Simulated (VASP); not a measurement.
# Cu (Fm-3m) in VASP: a series of runs

Runs on Cu. Level: PBE. Tasks: single point.

All numbers are computed with VASP 6.6.1; they aren't measurements. Logs are shortened: lines on timing, memory, paths and dates and some standing lists are left out, and cuts for length are marked.

### Step 1. The cell of the first run

The structure is cubic, space group Fm-3m (No. 225). Conventional cell: a = 3.478 Å, b = 3.478 Å, c = 3.478 Å, α = 90.00°, β = 90.00°, γ = 90.00°. Within 3.2 Å of Cu (site symmetry m-3m) lie 12 Cu at 2.46 Å.

### Step 2. Single point, PBE (10.52 Å³/atom)

INCAR reads:

```
PREC = Accurate ; ENCUT = 520
EDIFF = 1E-6 ; ISMEAR = 0
SIGMA = 0.1 ; LREAL = F
LASPH = T ; NELM = 60
ALGO = Normal ; ISIF = 2
LWAVE = F ; LCHARG = F
GGA = PE ; NBANDS = 12
```

KPOINTS reads:

```
Automatic mesh
0
Gamma
  26 26 26
```

POSCAR reads:

```
Cu
1.0
    0.0000000000      1.7391296061      1.7391296061
    1.7391296061      0.0000000000      1.7391296061
    1.7391296061      1.7391296061      0.0000000000
Cu
1
Direct
    0.5000000000      0.5000000000      0.5000000000
```

Potentials or basis: VASP PAW PBE potentials, release 64 (Cu).

Launch:

```console
> cat potpaw_PBE.64/Cu/POTCAR > POTCAR
> mpirun -np 1 vasp_std > vasp.out
```

OUTCAR:

```text
PREC = Accurate
   ENCUT = 520
   EDIFF = 1E-6
   ISMEAR = 0
   LREAL = F
   LASPH = T
   NELM = 60
   ISIF = 2
   GGA = PE

 ion  position               nearest neighbor table
   1  0.500  0.500  0.500-

  LATTYP: Found a face centered cubic cell.
 ALAT       =     3.4782592122

  Lattice vectors:

 A1 = (   0.0000000000,   1.7391296061,   1.7391296061)
 A2 = (   1.7391296061,   0.0000000000,   1.7391296061)
 A3 = (   1.7391296061,   1.7391296061,   0.0000000000)

Analysis of symmetry for initial positions (statically):
=====================================================================
 Subroutine PRICEL returns:
 Original cell was already a primitive cell.

 Routine SETGRP: Setting up the symmetry group for a
 face centered cubic supercell.

 Subroutine GETGRP returns: Found 48 space group operations
 (whereof 48 operations were pure point group operations)
 out of a pool of 48 trial point group operations.

The static configuration has the point symmetry O_h .

Analysis of symmetry for dynamics (positions and initial velocities):
=====================================================================
 Subroutine PRICEL returns:
 Original cell was already a primitive cell.

 Routine SETGRP: Setting up the symmetry group for a
 face centered cubic supercell.

 Subroutine GETGRP returns: Found 48 space group operations
 (whereof 48 operations were pure point group operations)
 out of a pool of 48 trial point group operations.

The dynamic configuration has the point symmetry O_h .

 Subroutine INISYM returns: Found 48 space group operations
 (whereof 48 operations are pure point group operations),
 and found     1 'primitive' translations

----------------------------------------------------------------------------------------

                                     Primitive cell

  volume of cell :      10.5202

  direct lattice vectors                    reciprocal lattice vectors
     0.000000000  1.739129606  1.739129606    -0.287500137  0.287500137  0.287500137
     1.739129606  0.000000000  1.739129606     0.287500137 -0.287500137  0.287500137
     1.739129606  1.739129606  0.000000000     0.287500137  0.287500137 -0.287500137

  length of vectors
     2.459500676  2.459500676  2.459500676     0.497964844  0.497964844  0.497964844

  position of ions in fractional coordinates (direct lattice)
     0.500000000  0.500000000  0.500000000

  ion indices of the primitive-cell ions
   primitive index   ion index
                 1           1

----------------------------------------------------------------------------------------

 KPOINTS: Automatic mesh

Automatic generation of k-mesh.
 Grid dimensions read from file:
 generate k-points for:   26   26   26

 Generating k-lattice:

  Cartesian coordinates                     Fractional coordinates (reciprocal lattice)
    -0.011057698  0.011057698  0.011057698     0.038461538  0.000000000  0.000000000
     0.011057698 -0.011057698  0.011057698     0.000000000  0.038461538  0.000000000
     0.011057698  0.011057698 -0.011057698     0.000000000  0.000000000  0.038461538

  Length of vectors
     0.019152494  0.019152494  0.019152494

  Shift w.r.t. Gamma in fractional coordinates (k-lattice)
     0.000000000  0.000000000  0.000000000

 Subroutine IBZKPT returns following result:
 ===========================================

 Found    511 irreducible k-points:

 Following reciprocal coordinates:
            Coordinates               Weight
  0.000000  0.000000  0.000000      1.000000
  0.038462  0.000000  0.000000      8.000000
  0.076923  0.000000  0.000000      8.000000
  0.115385  0.000000  0.000000      8.000000
  0.153846  0.000000  0.000000      8.000000
  0.192308  0.000000  0.000000      8.000000
[... 16 lines left out ...]
  0.346154  0.038462  0.000000     24.000000
  0.384615  0.038462  0.000000     24.000000
 [... further k-points ...]
   k-points           NKPTS =    511   k-points in BZ     NKDIM =    511   number of bands    NBANDS=     12
   number of dos      NEDOS =    301   number of ions     NIONS =      1
   total plane-waves  NPLWV =   5832
   dimension x,y,z NGX =    18 NGY =   18 NGZ =   18
   dimension x,y,z NGXF=    36 NGYF=   36 NGZF=   36
   ions per type =               1
   NGX,Y,Z   is equivalent  to a cutoff of  12.17, 12.17, 12.17 a.u.
   NGXF,Y,Z  is equivalent  to a cutoff of  24.33, 24.33, 24.33 a.u.
 SYSTEM =  unknown system
   PREC   = accura    normal or accurate (medium, high low for compatibility)
   ISTART =      0    job   : 0-new  1-cont  2-samecut
   ICHARG =      2    charge: 1-file 2-atom 10-const
   ISPIN  =      1    spin polarized calculation?
   LNONCOLLINEAR =      F non collinear calculations
   LSORBIT =      F    spin-orbit coupling
   LASPH  =      T    aspherical Exc in radial PAW
   ENCUT  =  520.0 eV  38.22 Ry    6.18 a.u.   4.57  4.57  4.57*2*pi/ulx,y,z
   NELM   =     60;   NELMIN=  2; NELMDL= -5     # of ELM steps
   EDIFF  = 0.1E-05   stopping-criterion for ELM
   LREAL  =      F    real-space projection
   EDIFFG = 0.1E-04   stopping-criterion for IOM
   NSW    =      0    number of steps for IOM
   IBRION =     -1    ionic relax: 0-MD 1-quasi-New 2-CG
   NFREE  =      0    steps in history (QN), initial steepest desc. (CG)
   ISIF   =      2    stress and relaxation
   ISYM   =      2    0-nonsym 1-usesym 2-fastsym
   POTIM  = 0.5000    time-step for ionic-motion
   TEBEG  =    0.0;   TEEND  =   0.0 temperature during run
   PSTRESS=    0.0 pullay stress
   NELECT =      11.0000    total number of electrons
   NUPDOWN=      -1.0000    fix difference up-down
   EMIN   =  10.00;   EMAX   =-10.00  energy-range for DOS
   EFERMI =   0.00;   METHOD = LEGACY
   ISMEAR =     0;   SIGMA  =   0.10  broadening in eV -4-tet -1-fermi 0-gaus
   EFERMI_NEDOS =   21; number of points for ismear=-14 and -15
   IALGO  =     38    algorithm
   IMIX   =      4    mixing-type and parameters
     AMIX     =   0.40;   BMIX     =  1.00
     AMIX_MAG =   1.60;   BMIX_MAG =  1.00
  volume/ion in A,a.u.               =      10.52        70.99
  Fermi-wavevector in a.u.,A,eV,Ry     =   1.661615  3.139997 37.565209  2.760965
  Thomas-Fermi vector in A             =   2.748648
   LORBIT       =      0    0 simple, 1 ext, 2 COOP (PROOUT), +10 PAW based schemes
   GGA     = PE    functional components
   LHFCALC =     F    Hartree Fock is set to
   AEXX    =    0.0000 exact exchange contribution
   IVDW    =     0    specifies the selected vdW correction
   LEPSILON=     F    determine dielectric tensor
   LRPA    =     F    only Hartree local field effects (RPA)
 non-spin polarized calculation
 Gauss-broadening in eV      SIGMA  =   0.10
  energy-cutoff  :      520.00
  volume of cell :       10.52
 maximum number of plane-waves:       297
   NGX =  9   NGY =  9   NGZ =  9

 number of electron      10.9999989 magnetization

 Free energy of the ion-electron system (eV)
  ---------------------------------------------------
  ext. energy  EPLUGINS =         0.00000000
  ---------------------------------------------------
  free energy    TOTEN  =        -3.62561287 eV

  energy without entropy =       -3.62433649  energy(sigma->0) =       -3.62497468

 E-fermi :   9.1305     XC(G=0): -13.4120

 val. band max:        9.1108080063   @ k =   0.5000   0.2692   0.1154
 cond. band min:       9.1307189153   @ k =  -0.4231   0.1154   0.0000
 fundamental gap:      0.0199109089
 Fermi energy:         9.1304982858

 k-point     1 :       0.0000    0.0000    0.0000
  band No.  band energies     occupation
      1      -1.1584      2.00000
      2       5.7017      2.00000
      3       5.7017      2.00000
      4       5.7017      2.00000
      5       6.6855      2.00000
      6       6.6855      2.00000
      7      32.6213      0.00000
      8      36.1881      0.00000
      9      36.1881      0.00000
     10      36.1881      0.00000
     11      38.8386      0.00000
     12      38.8386      0.00000

 k-point     2 :       0.0385    0.0000    0.0000
  band No.  band energies     occupation
      1      -1.0997      2.00000
      2       5.6875      2.00000
      3       5.7141      2.00000
      4       5.7141      2.00000
      5       6.6803      2.00000
      6       6.6803      2.00000
      7      32.4147      0.00000
      8      35.1947      0.00000
      9      35.9975      0.00000
     10      35.9975      0.00000
     11      39.1046      0.00000
     12      39.1046      0.00000

 k-point     3 :       0.0769    0.0000    0.0000
  band No.  band energies     occupation
      1      -0.9245      2.00000
      2       5.6467      2.00000
      3       5.7490      2.00000
      4       5.7490      2.00000
      5       6.6667      2.00000
      6       6.6667      2.00000
      7      31.4725      0.00000
      8      34.0666      0.00000
      9      35.5745      0.00000
     10      35.5745      0.00000
     11      39.7389      0.00000
     12      39.7389      0.00000

 k-point     4 :       0.1154    0.0000    0.0000
  band No.  band energies     occupation
      1      -0.6360      2.00000
      2       5.5850      2.00000
      3       5.7990      2.00000
      4       5.7990      2.00000
      5       6.6519      2.00000
      6       6.6519      2.00000
      7      29.7062      0.00000
      8      33.6082      0.00000
      9      35.0994      0.00000
     10      35.0994      0.00000
     11      40.4929      0.00000
     12      40.5292      0.00000

 k-point     5 :       0.1538    0.0000    0.0000
  band No.  band energies     occupation
      1      -0.2406      2.00000
      2       5.5120      2.00000
      3       5.8509      2.00000
      4       5.8509      2.00000
      5       6.6482      2.00000
      6       6.6482      2.00000
      7      27.6683      0.00000
      8      33.3626      0.00000
      9      34.6485      0.00000
     10      34.6485      0.00000
     11      40.5272      0.00000
     12      41.0392      0.00000

 k-point     6 :       0.1923    0.0000    0.0000
  band No.  band energies     occupation
      1       0.2515      2.00000
      2       5.4417      2.00000
      3       5.8872      2.00000
      4       5.8872      2.00000
      5       6.6718      2.00000
      6       6.6718      2.00000
      7      25.5972      0.00000
      8      33.1110      0.00000
      9      34.2485      0.00000
     10      34.2486      0.00000
     11      40.5736      0.00000
     12      40.8399      0.00000

 k-point     7 :       0.2308    0.0000    0.0000
  band No.  band energies     occupation
      1       0.8225      2.00000
      2       5.3944      2.00000
      3       5.8939      2.00000
      4       5.8939      2.00000
      5       6.7348      2.00000
      6       6.7348      2.00000
      7      23.5624      0.00000
      8      32.8066      0.00000
      9      33.9085      0.00000
     10      33.9085      0.00000
     11      40.0387      0.00000
     12      40.0387      0.00000

 k-point     8 :       0.2692    0.0000    0.0000
  band No.  band energies     occupation
      1       1.4421      2.00000
      2       5.4005      2.00000
      3       5.8704      2.00000
      4       5.8704      2.00000
      5       6.8342      2.00000
      6       6.8342      2.00000
      7      21.5941      0.00000
      8      32.4590      0.00000
      9      33.6304      0.00000
     10      33.6304      0.00000
     11      39.1079      0.00000
     12      39.1079      0.00000
[... 166 lines left out ...]
 k-point    20 :       0.2308    0.0385    0.0000
  band No.  band energies     occupation
      1       0.6727      2.00000
      2       5.3807      2.00000
      3       5.9023      2.00000
      4       5.9129      2.00000
      5       6.6352      2.00000
      6       6.7909      2.00000
      7      24.2740      0.00000
      8      32.4032      0.00000
      9      32.7139      0.00000
     10      35.8507      0.00000
     11      38.3484      0.00000
     12      41.3684      0.00000

 k-point    21 :       0.2692    0.0385    0.0000
  band No.  band energies     occupation
      1       1.2788      2.00000
      2       5.3613      2.00000
      3       5.8783      2.00000
      4       5.9004      2.00000
      5       6.7361      2.00000
      6       6.8808      2.00000
      7      22.2807      0.00000
      8      32.0930      0.00000
      9      32.4044      0.00000
     10      35.4276      0.00000
     11      37.8413      0.00000
     12      40.5266      0.00000

 k-point    22 :       0.3077    0.0385    0.0000
  band No.  band energies     occupation
      1       1.9015      2.00000
      2       5.4204      2.00000
      3       5.8307      2.00000
      4       5.8652      2.00000
      5       6.8742      2.00000
      6       6.9921      2.00000
      7      20.3678      0.00000
      8      31.7816      0.00000
      9      32.1796      0.00000
     10      34.9161      0.00000
     11      37.3292      0.00000
     12      39.6496      0.00000

 k-point    23 :       0.3462    0.0385    0.0000
  band No.  band energies     occupation
      1       2.4713      2.00000
      2       5.6128      2.00000
      3       5.7749      2.00000
      4       5.8182      2.00000
      5       7.0355      2.00000
      6       7.1086      2.00000
      7      18.5572      0.00000
      8      31.4844      0.00000
      9      32.0434      0.00000
     10      34.3589      0.00000
     11      36.9133      0.00000
     12      38.8265      0.00000

 k-point    24 :       0.3846    0.0385    0.0000
  band No.  band energies     occupation
      1       2.9082      2.00000
      2       5.7201      2.00000
      3       5.7696      2.00000
      4       5.9831      2.00000
      5       7.2152      2.00000
      6       7.2187      2.00000
      7      16.8794      0.00000
      8      31.2176      0.00000
      9      32.0007      0.00000
     10      33.8001      0.00000
     11      36.6378      0.00000
     12      38.0913      0.00000

 [... further k-points ...]
[... 5 lines left out ...]
  --------------------------------------------------------------------------------------
  -------------------------------------------------------------------------------------
  Total        1.6645861      1.6645861      1.6645861      0.0000000     -0.0000000      0.0000000
  in kB      253.5076134    253.5076134    253.5076134      0.0000000     -0.0000000      0.0000000
  external PRESSURE =     253.5076134 kB  Pullay stress =       0.0000000 kB

 VOLUME and BASIS-vectors are now :
 -----------------------------------------------------------------------------
  energy-cutoff  :      520.00
  volume of cell :       10.52
      direct lattice vectors                 reciprocal lattice vectors
     0.000000000  1.739129606  1.739129606    -0.287500137  0.287500137  0.287500137
     1.739129606  0.000000000  1.739129606     0.287500137 -0.287500137  0.287500137
     1.739129606  1.739129606  0.000000000     0.287500137  0.287500137 -0.287500137

 POSITION                                       TOTAL-FORCE (eV/Angst)
 -----------------------------------------------------------------------------------
      1.73913      1.73913      1.73913         0.000000     -0.000000      0.000000
 -----------------------------------------------------------------------------------
    total drift:                               -0.000000     -0.000000     -0.000000

  FREE ENERGIE OF THE ION-ELECTRON SYSTEM (eV)
  ---------------------------------------------------
  free  energy   TOTEN  =        -3.6256128684 eV

  energy  without entropy=       -3.6243364900  energy(sigma->0) =       -3.62497468
```

Wall time 92 s (1 thread of Intel Xeon 8259CL, shared host); peak memory 0.17 GiB.

Results:

* Free energy: -3.6256 eV
* Pressure: 25.4 GPa
* Band gap on the k mesh: zero (an odd number of electrons rules out a gap without spin polarisation)

Caveat: the cell stands under pressure.

### Step 3. Single point, PBE (10.88 Å³/atom)

This run uses another cell than the first one, of 10.88 Å³/atom.

INCAR reads:

```
PREC = Accurate
ENCUT = 520
EDIFF = 1E-7
ISMEAR = 0
SIGMA = 0.1
LREAL = False
LASPH = True
NELM = 80
ALGO = Normal
ISIF = 2
LWAVE = False
LCHARG = False
GGA = PE
NBANDS = 12
```

KPOINTS reads:

```
regular mesh
0
Gamma
  26 26 26
```

POSCAR reads:

```
Cu
1.0
    0.0000000000      1.7586720239      1.7586720239
    1.7586720239      0.0000000000      1.7586720239
    1.7586720239      1.7586720239      0.0000000000
Cu
1
Direct
    0.5000000000      0.5000000000      0.5000000000
```

Potentials or basis: VASP PAW PBE potentials, release 64 (Cu).

Launch:

```console
> cat potpaw_PBE.64/Cu/POTCAR > POTCAR
> mpirun -np 1 vasp_std > vasp.out
```

Wall time 95 s (1 thread of Intel Xeon 8259CL, shared host); peak memory 0.17 GiB.

It converged, with:

```yaml
Free_energy: -3.6734 eV
Pressure: 17.4 GPa
Band_gap_on_the_k_mesh: zero (an odd number of electrons rules out a gap without spin polarisation)
```

Levels at points of the mesh, in eV from the Fermi level:
```csv
k point,band 2,band 3,band 4,band 5,band 6,band 7,band 8,band 9,band 10,band 11
"(0.00, 0.00, 0.00)",-3.31,-3.31,-3.31,-2.38,-2.38,23.23,26.53,26.53,26.53,29.11
"(0.50, 0.00, 0.00)",-3.35,-3.35,-1.73,-1.73,-1.27,4.17,21.68,23.36,23.36,26.27
"(0.50, 0.50, 0.00)",-4.89,-1.75,-1.57,-1.57,1.42,7.69,13.72,13.72,18.43,21.65
```

Caveat: the cell stands under pressure.

### Step 4. Single point, PBE (11.24 Å³/atom)

This run uses another cell than the first one, of 11.24 Å³/atom.

INCAR reads:

```
SYSTEM = Cu
  PREC = Accurate
  ENCUT = 520
  EDIFF = 1E-6
  ISMEAR = 0
  SIGMA = 0.1
  LREAL = .False.
  LASPH = .True.
  NELM = 60
  ALGO = Normal
  ISIF = 2
  LWAVE = .False.
  LCHARG = .False.
  GGA = PE
  NBANDS = 12
```

KPOINTS reads:

```
regular mesh
0
Gamma
  26 26 26
  0 0 0
```

POSCAR reads:

```
Cu
1.0
    0.0000000000      1.7777895219      1.7777895219
    1.7777895219      0.0000000000      1.7777895219
    1.7777895219      1.7777895219      0.0000000000
Cu
1
Direct
    0.5000000000      0.5000000000      0.5000000000
```

Launch:

```console
> cat potpaw_PBE.64/Cu/POTCAR > POTCAR
> mpirun -np 1 vasp_std > vasp.out
```

It took 1.8 min on 1 thread of Intel Xeon 8259CL, shared host; peak memory 0.18 GiB.

Results (log left out):

```
Free energy            : -3.7049 eV
Pressure               : 10.7 GPa
Band gap on the k mesh : zero (an odd number of electrons rules out a gap without spin polarisation)
```

Levels at points of the mesh, in eV from the Fermi level:
```csv
k point,band 3,band 4,band 5,band 6,band 7,band 8,band 9,band 10
"(0.00, 0.00, 0.00)",-3.20,-3.20,-2.31,-2.31,22.97,26.01,26.01,26.01
"(0.50, 0.00, 0.00)",-3.24,-1.70,-1.70,-1.17,4.00,21.44,22.84,22.84
"(0.50, 0.50, 0.00)",-1.72,-1.55,-1.55,1.44,7.45,13.46,13.46,18.08
```

Caveat: the cell stands under pressure.

[end of part 1 of 2]
